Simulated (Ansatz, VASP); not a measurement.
**Mg4S in VASP and in Ansatz**

```
CELL_PARAMETERS angstrom
4.70000 0.00000 0.00000
0.00000 4.70000 0.00000
0.00000 0.00000 4.70000
ATOMIC_POSITIONS crystal
Mg 0.00000 0.50000 0.50000
Mg 0.50000 0.00000 0.50000
Mg 0.50000 0.50000 0.00000
Mg 0.00000 0.00000 0.00000
S 0.50000 0.50000 0.50000
```

Alike in both runs: task relaxation of cell and atoms; functional PBE; k mesh 4 × 4 × 4; occupations gaussian, width 0.2 eV; no spin polarisation.

|  | VASP | Ansatz |
| --- | --- | --- |
| version | VASP 6.6.1 | Ansatz 0.2.0 |
| potentials or method | VASP PAW PBE potentials, release 64 (Mg, S), cutoff 600 eV | scalar-relativistic, plane waves, PAW |
| valence electrons in the cell | 14 | 46 |

```tsv
	VASP	Ansatz	Ansatz less VASP
gap on the k mesh at the Fermi level, each at its own relaxed structure (eV)	none	none	-
relaxed volume (Å³/atom)	23.95	23.86	-0.084
relaxed length of the cell vector where the two differ most in proportion (Å)	4.929	4.923	-0.0058
```

A gap of «none» marks a metal or a gap that the smearing closes. VASP's potentials hold 14 valence electrons a cell and Ansatz's 46, so a difference there can come from the potentials and not from the codes.

Noted on VASP's run: the volume moved by over 15 % at a fixed basis, so the end points are rough.
